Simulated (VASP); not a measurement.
# Ni (Fm-3m) in VASP: notebook, part 2 of 2

VASP 6.6.1. Earlier steps stand in the parts before.

### 3 Single point, PBE, collinear spin, ferromagnetic start

This run uses another cell than the first one, of 10.94 Å³/atom.

INCAR reads:

```
ALGO     = Normal         # electronic algorithm
EDIFF    = 1E-6           # SCF threshold, eV
ENCUT    = 600            # plane-wave cutoff, eV
GGA      = PE             # functional
GGA_COMPAT= False        
ISIF     = 2              # what is computed and relaxed
ISMEAR   = -1             # smearing method
ISPIN    = 2              # spin polarisation
LASPH    = True           # aspherical terms in the spheres
LCHARG   = False          # write CHGCAR
LMAXMIX  = 4              # l up to which the mixer works
LORBIT   = 11             # projections on sites
LREAL    = False          # projectors in reciprocal space
LWAVE    = False          # write WAVECAR
MAGMOM   = 1.5            # initial moments
NBANDS   = 15             # bands
NELM     = 200            # most SCF steps
PREC     = Accurate       # precision mode
SIGMA    = 0.1            # smearing width, eV
```

KPOINTS reads:

```
k-points
0
Gamma
  14 14 14
```

POSCAR reads:

```
Ni
1.0
    0.0000000000      1.7619350000      1.7619350000
    1.7619350000      0.0000000000      1.7619350000
    1.7619350000      1.7619350000      0.0000000000
Ni
1
Direct
    0.0000000000      0.0000000000      0.0000000000
```

Potentials or basis: VASP PAW PBE potentials, release 64 (Ni).

On the command line:

```sh
$ cat potpaw_PBE.64/Ni/POTCAR > POTCAR
$ mpirun -np 1 vasp_std > vasp.out
```

OUTCAR:

```text
EDIFF = 1E-6
   ENCUT = 600
   GGA = PE
   ISIF = 2
   ISMEAR = -1
   ISPIN = 2
   LASPH = True
   LORBIT = 11
   LREAL = False
   NELM = 200
   PREC = Accurate

 ion  position               nearest neighbor table
   1  0.000  0.000  0.000-

  LATTYP: Found a face centered cubic cell.
 ALAT       =     3.5238700000

  Lattice vectors:

 A1 = (   0.0000000000,   1.7619350000,   1.7619350000)
 A2 = (   1.7619350000,   0.0000000000,   1.7619350000)
 A3 = (   1.7619350000,   1.7619350000,   0.0000000000)

Analysis of symmetry for initial positions (statically):
=====================================================================
 Subroutine PRICEL returns:
 Original cell was already a primitive cell.

 Routine SETGRP: Setting up the symmetry group for a
 face centered cubic supercell.

 Subroutine GETGRP returns: Found 48 space group operations
 (whereof 48 operations were pure point group operations)
 out of a pool of 48 trial point group operations.

The static configuration has the point symmetry O_h .

Analysis of symmetry for dynamics (positions and initial velocities):
=====================================================================
 Subroutine PRICEL returns:
 Original cell was already a primitive cell.

 Routine SETGRP: Setting up the symmetry group for a
 face centered cubic supercell.

 Subroutine GETGRP returns: Found 48 space group operations
 (whereof 48 operations were pure point group operations)
 out of a pool of 48 trial point group operations.

The dynamic configuration has the point symmetry O_h .

Analysis of structural, dynamic, and magnetic symmetry:
=====================================================================
 Subroutine PRICEL returns:
 Original cell was already a primitive cell.

 Routine SETGRP: Setting up the symmetry group for a
 face centered cubic supercell.

 Subroutine GETGRP returns: Found 48 space group operations
 (whereof 48 operations were pure point group operations)
 out of a pool of 48 trial point group operations.

The overall configuration has the point symmetry O_h .

 Subroutine INISYM returns: Found 48 space group operations
 (whereof 48 operations are pure point group operations),
 and found     1 'primitive' translations

----------------------------------------------------------------------------------------

                                     Primitive cell

  volume of cell :      10.9396

  direct lattice vectors                    reciprocal lattice vectors
     0.000000000  1.761935000  1.761935000    -0.283778914  0.283778914  0.283778914
     1.761935000  0.000000000  1.761935000     0.283778914 -0.283778914  0.283778914
     1.761935000  1.761935000  0.000000000     0.283778914  0.283778914 -0.283778914

  length of vectors
     2.491752373  2.491752373  2.491752373     0.491519496  0.491519496  0.491519496

  position of ions in fractional coordinates (direct lattice)
     0.000000000  0.000000000  0.000000000

  ion indices of the primitive-cell ions
   primitive index   ion index
                 1           1

----------------------------------------------------------------------------------------

 KPOINTS: k-points

Automatic generation of k-mesh.
 Grid dimensions read from file:
 generate k-points for:   14   14   14

[... 70 lines left out ...]
   ISYM   =      2    0-nonsym 1-usesym 2-fastsym
   POTIM  = 0.5000    time-step for ionic-motion
   TEBEG  =    0.0;   TEEND  =   0.0 temperature during run
   PSTRESS=    0.0 pullay stress
   NELECT =      10.0000    total number of electrons
   NUPDOWN=      -1.0000    fix difference up-down
   EMIN   =  10.00;   EMAX   =-10.00  energy-range for DOS
   EFERMI =   0.00;   METHOD = LEGACY
   ISMEAR =    -1;   SIGMA  =   0.10  broadening in eV -4-tet -1-fermi 0-gaus
   EFERMI_NEDOS =   21; number of points for ismear=-14 and -15
   IALGO  =     38    algorithm
   IMIX   =      4    mixing-type and parameters
     AMIX     =   0.40;   BMIX     =  1.00
     AMIX_MAG =   1.60;   BMIX_MAG =  1.00
  volume/ion in A,a.u.               =      10.94        73.82
  Fermi-wavevector in a.u.,A,eV,Ry     =   1.588821  3.002436 34.345893  2.524352
  Thomas-Fermi vector in A             =   2.687765
   LORBIT       =     11    0 simple, 1 ext, 2 COOP (PROOUT), +10 PAW based schemes
   GGA     = PE    functional components
   LHFCALC =     F    Hartree Fock is set to
   AEXX    =    0.0000 exact exchange contribution
   IVDW    =     0    specifies the selected vdW correction
   LEPSILON=     F    determine dielectric tensor
   LRPA    =     F    only Hartree local field effects (RPA)
 spin polarized calculation
  energy-cutoff  :      600.00
  volume of cell :       10.94
 maximum number of plane-waves:       378
   NGX =  9   NGY =  9   NGZ =  9

 number of electron      10.0000010 magnetization       0.5964669

 Free energy of the ion-electron system (eV)
  ---------------------------------------------------
  ext. energy  EPLUGINS =         0.00000000
  ---------------------------------------------------
  free energy    TOTEN  =        -5.49684351 eV

  energy without entropy =       -5.44006465  energy(sigma->0) =       -5.46845408

 E-fermi :   9.2827     XC(G=0): -13.2230

 val. band max:        9.2809469005   @ k =  -0.3571   0.2143   0.0714
 cond. band min:       9.2873674558   @ k =   0.3571   0.2143   0.0000
 fundamental gap:      0.0064205554
 Fermi energy:         9.2826997850

 spin component 1

 k-point     1 :       0.0000    0.0000    0.0000
  band No.  band energies     occupation
      1       0.3278      1.00000
      2       6.9058      1.00000
      3       6.9058      1.00000
      4       6.9058      1.00000
      5       8.0568      1.00000
      6       8.0568      1.00000
      7      32.9768      0.00000
      8      36.7928      0.00000
      9      36.7928      0.00000
     10      36.7928      0.00000
     11      39.7211      0.00000
     12      39.7211      0.00000
     13      39.7211      0.00000
     14      42.6904      0.00000
[... 403 lines left out ...]
      4       7.3989      1.00000
      5       8.0210      1.00000
      6       8.3859      0.99987
      7      24.7664      0.00000
      8      30.2595      0.00000
      9      31.0123      0.00000
     10      33.6537      0.00000
     11      38.6599      0.00000
     12      42.7157      0.00000
     13      44.6741      0.00000
     14      46.8019      0.00000
     15      51.2327      0.00000

 [... further k-points ...]

 spin component 2

 k-point     1 :       0.0000    0.0000    0.0000
  band No.  band energies     occupation
      1       0.2911      1.00000
      2       7.6152      1.00000
      3       7.6152      1.00000
      4       7.6152      1.00000
      5       8.6300      0.99854
      6       8.6300      0.99854
      7      32.8144      0.00000
      8      36.7763      0.00000
      9      36.7763      0.00000
     10      36.7763      0.00000
     11      39.8114      0.00000
     12      39.8114      0.00000
     13      39.8114      0.00000
     14      42.5650      0.00000
[... 403 lines left out ...]
      4       8.0829      0.99999
      5       8.6668      0.99789
      6       9.0156      0.93530
      7      24.8766      0.00000
      8      30.3364      0.00000
      9      30.9724      0.00000
     10      33.7124      0.00000
     11      38.7726      0.00000
     12      42.6764      0.00000
     13      44.6451      0.00000
     14      46.8064      0.00000
     15      51.3219      0.00000

 [... further k-points ...]

------------------------ aborting loop because EDIFF is reached ----------------------------------------

  FORCE on cell =-STRESS in cart. coord.  units (eV):
  Direction    XX          YY          ZZ          XY          YZ          ZX
  --------------------------------------------------------------------------------------
  -------------------------------------------------------------------------------------
  Total       -0.0479120     -0.0479120     -0.0479120      0.0000000      0.0000000      0.0000000
  in kB       -7.0170591     -7.0170591     -7.0170591      0.0000000      0.0000000      0.0000000
  external PRESSURE =      -7.0170591 kB  Pullay stress =       0.0000000 kB

 VOLUME and BASIS-vectors are now :
 -----------------------------------------------------------------------------
  energy-cutoff  :      600.00
  volume of cell :       10.94
      direct lattice vectors                 reciprocal lattice vectors
     0.000000000  1.761935000  1.761935000    -0.283778914  0.283778914  0.283778914
     1.761935000  0.000000000  1.761935000     0.283778914 -0.283778914  0.283778914
     1.761935000  1.761935000  0.000000000     0.283778914  0.283778914 -0.283778914

 POSITION                                       TOTAL-FORCE (eV/Angst)
 -----------------------------------------------------------------------------------
      0.00000      0.00000      0.00000        -0.000000      0.000000      0.000000
 -----------------------------------------------------------------------------------
    total drift:                                0.000000      0.000000      0.000000

  FREE ENERGIE OF THE ION-ELECTRON SYSTEM (eV)
  ---------------------------------------------------
  free  energy   TOTEN  =        -5.4968435104 eV

  energy  without entropy=       -5.4400646508  energy(sigma->0) =       -5.46845408

 total charge

# of ion       s       p       d       tot
------------------------------------------
    1        0.495   0.493   8.313   9.300

 magnetization (x)

# of ion       s       p       d       tot
------------------------------------------
    1       -0.007  -0.025   0.640   0.609
```

It took 20 s on 1 thread of Intel Xeon 6975P-C (Granite Rapids), shared host; peak memory 0.15 GiB.

Results:

```
Free energy                                           : -5.4968 eV
Pressure                                              : -0.7 GPa
Net moment                                            : 0.60 μB per cell
Site moments                                          : Ni +0.61 μB
Valence electrons inside the program's atomic spheres : Ni 9.30
```

### 4 Single point, PBE, collinear spin, ferromagnetic start

INCAR reads:

```
SYSTEM = Ni
ALGO = Normal
EDIFF = 1E-6
ENCUT = 600
GGA = PE
GGA_COMPAT = .False.
ISIF = 2
ISMEAR = -1
ISPIN = 2
LASPH = .True.
LCHARG = .False.
LMAXMIX = 4
LORBIT = 11
LREAL = .False.
LWAVE = .False.
MAGMOM = 1.5
NBANDS = 15
NELM = 200
PREC = Accurate
SIGMA = 0.1
```

KPOINTS reads:

```
k-points
0
Gamma
  14 14 14
  0 0 0
```

POSCAR reads:

```
Ni
1.0
    0.0000000000      1.7602409189      1.7602409189
    1.7602409189      0.0000000000      1.7602409189
    1.7602409189      1.7602409189      0.0000000000
Ni
1
Direct
    0.0000000000      0.0000000000      0.0000000000
```

On the command line:

```sh
$ cat potpaw_PBE.64/Ni/POTCAR > POTCAR
$ mpirun -np 1 vasp_std > vasp.out
```

Wall time 17 s (1 thread of Intel Xeon 6975P-C (Granite Rapids), shared host); peak memory 0.15 GiB.

Results (log left out):

- Free energy: -5.4969 eV
- Pressure: -0.1 GPa
- Net moment: 0.59 μB per cell
- Site moments: Ni +0.61 μB
- Valence electrons inside the program's atomic spheres: Ni 9.30

Levels at points of the mesh, in eV from the Fermi level:
Spin up:
```csv
k point,band 2,band 3,band 4,band 5,band 6,band 7,band 8,band 9
"(0.00, 0.00, 0.00)",-2.38,-2.38,-2.38,-1.23,-1.23,23.72,27.56,27.56
"(0.50, 0.00, 0.00)",-2.37,-2.37,-0.56,-0.56,-0.27,5.68,22.21,24.65
"(0.50, 0.50, 0.00)",-4.14,-0.52,-0.43,-0.43,2.46,9.22,14.82,14.82
```
Spin down:
| k point | band 1 | band 2 | band 3 | band 4 | band 5 | band 6 | band 7 | band 8 | band 9 | band 10 |
| --- | --- | --- | --- | --- | --- | --- | --- | --- | --- | --- |
| (0.00, 0.00, 0.00) | -9.01 | -1.68 | -1.68 | -1.68 | -0.66 | -0.66 | 23.56 | 27.54 | 27.54 | 27.54 |
| (0.50, 0.00, 0.00) | -4.38 | -1.78 | -1.78 | -0.33 | 0.16 | 0.16 | 6.07 | 22.06 | 24.73 | 24.73 |
| (0.50, 0.50, 0.00) | -4.27 | -3.56 | 0.08 | 0.38 | 0.38 | 2.42 | 9.45 | 14.82 | 14.82 | 19.87 |
